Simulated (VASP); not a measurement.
# Sn (P6_3/mmc) in VASP: further runs

The runs below take Sn through relaxation of cell and atoms, single point, with PBE.

All numbers are computed with VASP 6.6.1; they aren't measurements. Logs are shortened: lines on timing, memory, paths and dates and some standing lists are left out, and cuts for length are marked.

**1. The cell of the first run**

It takes space group P6_3/mmc (No. 194, hexagonal). The conventional cell has a = 3.142 Å, b = 3.142 Å, c = 5.284 Å, α = 90.00°, β = 90.00°, γ = 120.00°. Within 4.1 Å of Sn (site symmetry -6m2) lie 12 Sn at 3.14 to 3.20 Å.

This isn't the form of Sn at room conditions, which is tetragonal (white tin).

**2. Relaxation of cell and atoms, PBE, target pressure 16 GPa, at which the enthalpy is minimised**

INCAR

```
SYSTEM = Sn
PREC = Accurate
ENCUT = 600
EDIFF = 1E-6
ISMEAR = -1
SIGMA = 0.1
LREAL = .FALSE.
LASPH = .TRUE.
NELM = 80
ALGO = Normal
ISIF = 3
LWAVE = .FALSE.
LCHARG = .FALSE.
GGA = PE
IBRION = 2
NSW = 32
EDIFFG = -0.005
PSTRESS = 160.0
```

KPOINTS

```
regular mesh
0
G
  14 14 8
  0 0 0
```

POSCAR

```
Sn
1.0
    3.1419948702      0.0000000000      0.0000000000
   -1.5709974351      2.7210473762      0.0000000000
    0.0000000000      0.0000000000      5.2839665003
Sn
2
Direct
    0.3333333333      0.6666666667      0.2500000000
    0.6666666667      0.3333333333      0.7500000000
```

Potentials or basis: VASP PAW PBE potentials, release 64 (Sn_d).

On the command line:

```sh
> cat potpaw_PBE.64/Sn_d/POTCAR > POTCAR
> mpirun -np 1 vasp_std > vasp.out
```

OUTCAR:

```text
SYSTEM = Sn
   PREC = Accurate
   ENCUT = 600
   EDIFF = 1E-6
   ISMEAR = -1
   LREAL = .FALSE.
   LASPH = .TRUE.
   NELM = 80
   ISIF = 3
   GGA = PE
   IBRION = 2
   NSW = 32
   EDIFFG = -0.005
   PSTRESS = 160.0

 ion  position               nearest neighbor table
   1  0.333  0.667  0.250-   2 3.20   2 3.20   2 3.20   2 3.20   2 3.20   2 3.20
   2  0.667  0.333  0.750-   1 3.20   1 3.20   1 3.20   1 3.20   1 3.20   1 3.20

  LATTYP: Found a hexagonal cell.
 ALAT       =     3.1419948702
 C/A-ratio  =     1.6817234651

  Lattice vectors:

 A1 = (   3.1419948702,   0.0000000000,   0.0000000000)
 A2 = (  -1.5709974351,   2.7210473762,   0.0000000000)
 A3 = (   0.0000000000,   0.0000000000,   5.2839665003)

Analysis of symmetry for initial positions (statically):
=====================================================================
 Subroutine PRICEL returns:
 Original cell was already a primitive cell.

 Routine SETGRP: Setting up the symmetry group for a
 hexagonal supercell.

 Subroutine GETGRP returns: Found 24 space group operations
 (whereof 12 operations were pure point group operations)
 out of a pool of 24 trial point group operations.

The static configuration has the point symmetry D_3d.
 The point group associated with its full space group is D_6h.

Analysis of symmetry for dynamics (positions and initial velocities):
=====================================================================
 Subroutine PRICEL returns:
 Original cell was already a primitive cell.

 Routine SETGRP: Setting up the symmetry group for a
 hexagonal supercell.

 Subroutine GETGRP returns: Found 24 space group operations
 (whereof 12 operations were pure point group operations)
 out of a pool of 24 trial point group operations.

The dynamic configuration has the point symmetry D_3d.
 The point group associated with its full space group is D_6h.

 Subroutine INISYM returns: Found 24 space group operations
 (whereof 12 operations are pure point group operations),
 and found     1 'primitive' translations

----------------------------------------------------------------------------------------

                                     Primitive cell

  volume of cell :      45.1754

  direct lattice vectors                    reciprocal lattice vectors
     3.141994870  0.000000000  0.000000000     0.318269138  0.183752773  0.000000000
    -1.570997435  2.721047376  0.000000000     0.000000000  0.367505545  0.000000000
     0.000000000  0.000000000  5.283966500     0.000000000  0.000000000  0.189251768

  length of vectors
     3.141994870  3.141994870  5.283966500     0.367505545  0.367505545  0.189251768

  position of ions in fractional coordinates (direct lattice)
     0.333333333  0.666666667  0.250000000
     0.666666667  0.333333333  0.750000000

  ion indices of the primitive-cell ions
   primitive index   ion index
                 1           1
                 2           2

----------------------------------------------------------------------------------------

 KPOINTS: regular mesh

Automatic generation of k-mesh.
 Grid dimensions read from file:
 generate k-points for:   14   14    8

 Generating k-lattice:

  Cartesian coordinates                     Fractional coordinates (reciprocal lattice)
     0.022733510  0.013125198  0.000000000     0.071428571  0.000000000  0.000000000
     0.000000000  0.026250396  0.000000000     0.000000000  0.071428571  0.000000000
     0.000000000  0.000000000  0.023656471     0.000000000  0.000000000  0.125000000

  Length of vectors
     0.026250396  0.026250396  0.023656471

  Shift w.r.t. Gamma in fractional coordinates (k-lattice)
     0.000000000  0.000000000  0.000000000

 Subroutine IBZKPT returns following result:
 ===========================================

 Found    120 irreducible k-points:

 Following reciprocal coordinates:
            Coordinates               Weight
  0.000000  0.000000  0.000000      1.000000
  0.071429  0.000000  0.000000      6.000000
  0.142857  0.000000  0.000000      6.000000
  0.214286  0.000000  0.000000      6.000000
  0.285714  0.000000  0.000000      6.000000
  0.357143  0.000000  0.000000      6.000000
[... 16 lines left out ...]
  0.285714  0.285714  0.000000      6.000000
  0.357143  0.285714  0.000000      6.000000
 [... further k-points ...]
   k-points           NKPTS =    120   k-points in BZ     NKDIM =    120   number of bands    NBANDS=     18
   number of dos      NEDOS =    301   number of ions     NIONS =      2
   total plane-waves  NPLWV =  32928
   dimension x,y,z NGX =    28 NGY =   28 NGZ =   42
   dimension x,y,z NGXF=    56 NGYF=   56 NGZF=   84
   ions per type =               2
   NGX,Y,Z   is equivalent  to a cutoff of  14.82, 14.82, 13.21 a.u.
   NGXF,Y,Z  is equivalent  to a cutoff of  29.63, 29.63, 26.43 a.u.
 SYSTEM =  Sn
   PREC   = accura    normal or accurate (medium, high low for compatibility)
   ISTART =      0    job   : 0-new  1-cont  2-samecut
   ICHARG =      2    charge: 1-file 2-atom 10-const
   ISPIN  =      1    spin polarized calculation?
   LNONCOLLINEAR =      F non collinear calculations
   LSORBIT =      F    spin-orbit coupling
   LASPH  =      T    aspherical Exc in radial PAW
   ENCUT  =  600.0 eV  44.10 Ry    6.64 a.u.   6.28  6.28 10.55*2*pi/ulx,y,z
   NELM   =     80;   NELMIN=  2; NELMDL= -5     # of ELM steps
   EDIFF  = 0.1E-05   stopping-criterion for ELM
   LREAL  =      F    real-space projection
   EDIFFG = -.5E-02   stopping-criterion for IOM
   NSW    =     32    number of steps for IOM
   IBRION =      2    ionic relax: 0-MD 1-quasi-New 2-CG
   NFREE  =      1    steps in history (QN), initial steepest desc. (CG)
   ISIF   =      3    stress and relaxation
   ISYM   =      2    0-nonsym 1-usesym 2-fastsym
   POTIM  = 0.5000    time-step for ionic-motion
   TEBEG  =    0.0;   TEEND  =   0.0 temperature during run
   PSTRESS=  160.0 pullay stress
   NELECT =      28.0000    total number of electrons
   NUPDOWN=      -1.0000    fix difference up-down
   EMIN   =  10.00;   EMAX   =-10.00  energy-range for DOS
   EFERMI =   0.00;   METHOD = LEGACY
   ISMEAR =    -1;   SIGMA  =   0.10  broadening in eV -4-tet -1-fermi 0-gaus
   EFERMI_NEDOS =   21; number of points for ismear=-14 and -15
   IALGO  =     38    algorithm
   IMIX   =      4    mixing-type and parameters
     AMIX     =   0.40;   BMIX     =  1.00
     AMIX_MAG =   1.60;   BMIX_MAG =  1.00
  volume/ion in A,a.u.               =      22.59       152.43
  Fermi-wavevector in a.u.,A,eV,Ry     =   1.395812  2.637702 26.508115  1.948291
  Thomas-Fermi vector in A             =   2.519227
   LORBIT       =      0    0 simple, 1 ext, 2 COOP (PROOUT), +10 PAW based schemes
   GGA     = PE    functional components
   LHFCALC =     F    Hartree Fock is set to
   AEXX    =    0.0000 exact exchange contribution
   IVDW    =     0    specifies the selected vdW correction
   LEPSILON=     F    determine dielectric tensor
   LRPA    =     F    only Hartree local field effects (RPA)
 conjugate gradient relaxation of ions
 non-spin polarized calculation
  energy-cutoff  :      600.00
  volume of cell :       45.18
 maximum number of plane-waves:      1533
 NGX is ok and might be reduce to    28
   NGX = 13   NGY = 13   NGZ = 21

 number of electron      28.0000004 magnetization

 Free energy of the ion-electron system (eV)
  ---------------------------------------------------
  ext. energy  EPLUGINS =         0.00000000
  ---------------------------------------------------
  free energy    TOTEN  =        -7.17139175 eV

  energy without entropy =       -7.14077533  energy(sigma->0) =       -7.15608354

 E-fermi :  10.5764     XC(G=0): -11.2641

 val. band max:       10.5760338134   @ k =   0.2857   0.2857   0.1250
 cond. band min:      10.6154888986   @ k =   0.2143   0.0714   0.0000
 fundamental gap:      0.0394550852
 Fermi energy:        10.5764284450

 k-point     1 :       0.0000    0.0000    0.0000
  band No.  band energies     occupation
      1     -11.1534      2.00000
      2     -11.1482      2.00000
      3     -11.1192      2.00000
      4     -11.1192      2.00000
      5     -11.1005      2.00000
      6     -11.1005      2.00000
[... 10 lines left out ...]
     17      19.8642      0.00000
     18      19.8642      0.00000

 k-point     2 :       0.0714    0.0000    0.0000
  band No.  band energies     occupation
      1     -11.1540      2.00000
      2     -11.1448      2.00000
      3     -11.1133      2.00000
      4     -11.1061      2.00000
      5     -11.0975      2.00000
      6     -11.0878      2.00000
[... 10 lines left out ...]
     17      19.3169      0.00000
     18      20.2657      0.00000

 k-point     3 :       0.1429    0.0000    0.0000
  band No.  band energies     occupation
      1     -11.1735      2.00000
      2     -11.1246      2.00000
      3     -11.1092      2.00000
      4     -11.0702      2.00000
      5     -11.0694      2.00000
      6     -11.0522      2.00000
[... 10 lines left out ...]
     17      19.0934      0.00000
     18      19.5960      0.00000

 k-point     4 :       0.2143    0.0000    0.0000
  band No.  band energies     occupation
      1     -11.2028      2.00000
      2     -11.1224      2.00000
      3     -11.0872      2.00000
      4     -11.0747      2.00000
      5     -11.0528      2.00000
      6     -11.0200      2.00000
[... 375 lines left out ...]
      4     -11.0722      2.00000
      5     -11.0268      2.00000
      6     -10.9986      2.00000
[... 10 lines left out ...]
     17      12.2292      0.00000
     18      13.2842      0.00000

 k-point    23 :       0.2857    0.2857    0.0000
  band No.  band energies     occupation
      1     -11.1915      2.00000
      2     -11.0974      2.00000
      3     -11.0966      2.00000
      4     -11.0755      2.00000
      5     -11.0294      2.00000
      6     -10.9863      2.00000
[... 10 lines left out ...]
     17      11.8942      0.00000
     18      12.5867      0.00000

 k-point    24 :       0.3571    0.2857    0.0000
  band No.  band energies     occupation
      1     -11.1974      2.00000
      2     -11.0971      2.00000
      3     -11.0648      2.00000
      4     -11.0516      2.00000
      5     -11.0427      2.00000
      6     -10.9984      2.00000
[... 10 lines left out ...]
     17      11.5770      0.00009
     18      11.8005      0.00001

 [... further k-points ...]
[... 5 lines left out ...]
  --------------------------------------------------------------------------------------
  -------------------------------------------------------------------------------------
  Total        4.5040947      4.5040947      4.5058907      0.0000000      0.0000000      0.0000000
  in kB      159.7410245    159.7410245    159.8047212      0.0000000      0.0000000      0.0000000
  external PRESSURE =      -0.2377433 kB  Pullay stress =     160.0000000 kB

 VOLUME and BASIS-vectors are now :
 -----------------------------------------------------------------------------
  energy-cutoff  :      600.00
  volume of cell :       45.18
      direct lattice vectors                 reciprocal lattice vectors
     3.141994870  0.000000000  0.000000000     0.318269138  0.183752773  0.000000000
    -1.570997435  2.721047376  0.000000000     0.000000000  0.367505545  0.000000000
     0.000000000  0.000000000  5.283966500     0.000000000  0.000000000  0.189251768

 POSITION                                       TOTAL-FORCE (eV/Angst)
 -----------------------------------------------------------------------------------
     -0.00000      1.81403      1.32099        -0.000000      0.000000      0.000000
      1.57100      0.90702      3.96297         0.000000     -0.000000      0.000000
 -----------------------------------------------------------------------------------
    total drift:                               -0.000000      0.000000      0.000000

  FREE ENERGIE OF THE ION-ELECTRON SYSTEM (eV)
  ---------------------------------------------------
  free  energy   TOTEN  =        -7.1713917485 eV

  energy  without entropy=       -7.1407753332  energy(sigma->0) =       -7.15608354

  enthalpy is  TOTEN    =        -2.6599949102 eV   P V=        4.5113968383

 reached required accuracy - stopping structural energy minimisation
```

It took 71 s on 1 thread of Intel Xeon Platinum 8488C (Sapphire Rapids), shared host; peak memory 0.24 GiB.

What came out:

| Item | Value |
| --- | --- |
| Free energy | -7.1714 eV |
| Pressure after relaxing | 16.0 GPa |
| Band gap on the k mesh | zero (bands 14 and 15 overlap by 9.99 eV) |

Final structure:
```
Sn
1.0
     3.14199    0.00000    0.00000
    -1.57100    2.72105    0.00000
     0.00000    0.00000    5.28397
Sn
2
Direct
  0.33333 0.66667 0.25000
  0.66667 0.33333 0.75000
```

Levels at points of the mesh, in eV from the Fermi level:
| k point | band 11 | band 12 | band 13 | band 14 | band 15 | band 16 | band 17 | band 18 |
| --- | --- | --- | --- | --- | --- | --- | --- | --- |
| (0.00, 0.00, 0.00) | -12.61 | -7.45 | -5.77 | 7.30 | 7.30 | 8.71 | 9.29 | 9.29 |
| (0.50, 0.00, 0.00) | -7.50 | -6.59 | -2.27 | -1.93 | -1.10 | 1.11 | 2.58 | 6.40 |
| (0.00, 0.00, 0.50) | -11.16 | -11.16 | 0.77 | 0.77 | 8.37 | 8.37 | 8.37 | 8.37 |
| (0.50, 0.00, 0.50) | -6.16 | -6.16 | -4.96 | -4.96 | 4.16 | 4.16 | 4.36 | 4.36 |

Caveat: the relaxation stopped at its first step, so nothing moved; the cell is relaxed towards a set pressure, so the run minimises the enthalpy, not the energy; spin-orbit coupling is left out, which moves the levels of the heavy elements.

**3. Single point, PBE**

INCAR

```
PREC = Accurate
ENCUT = 520
EDIFF = 1E-7
ISMEAR = -1
SIGMA = 0.1
LREAL = F
LASPH = T
NELM = 60
ALGO = Normal
ISIF = 2
LWAVE = F
LCHARG = T
GGA = PE
LELF = T
LVHAR = T
NBANDS = 21
```

KPOINTS

```
Automatic mesh
0
Gamma
  14 14 8
```

POSCAR is that of step 2.

Potentials or basis: VASP PAW PBE potentials, release 64 (Sn_d).

On the command line:

```sh
> cat potpaw_PBE.64/Sn_d/POTCAR > POTCAR
> mpirun -np 1 vasp_std > vasp.out
```

Run time: 1.7 min. Hardware: 1 thread of Intel Xeon 8259CL, shared host; peak memory 0.22 GiB.

Results (log left out):

```yaml
Free_energy: -7.1713 eV
Pressure: 15.9 GPa
Band_gap_on_the_k_mesh: zero (bands 14 and 15 overlap by 9.99 eV)
```

Levels at points of the mesh, in eV from the Fermi level:
```
           k point  band 12  band 13  band 14  band 15  band 16  band 17
(0.00, 0.00, 0.00)    -7.45    -5.77     7.30     7.30     8.71     9.29
(0.50, 0.00, 0.00)    -6.59    -2.27    -1.93    -1.10     1.11     2.58
(0.00, 0.00, 0.50)   -11.16     0.77     0.77     8.37     8.37     8.37
(0.50, 0.00, 0.50)    -6.16    -4.96    -4.96     4.16     4.16     4.36
```

Caveat: the cell stands under pressure; spin-orbit coupling is left out, which moves the levels of the heavy elements.
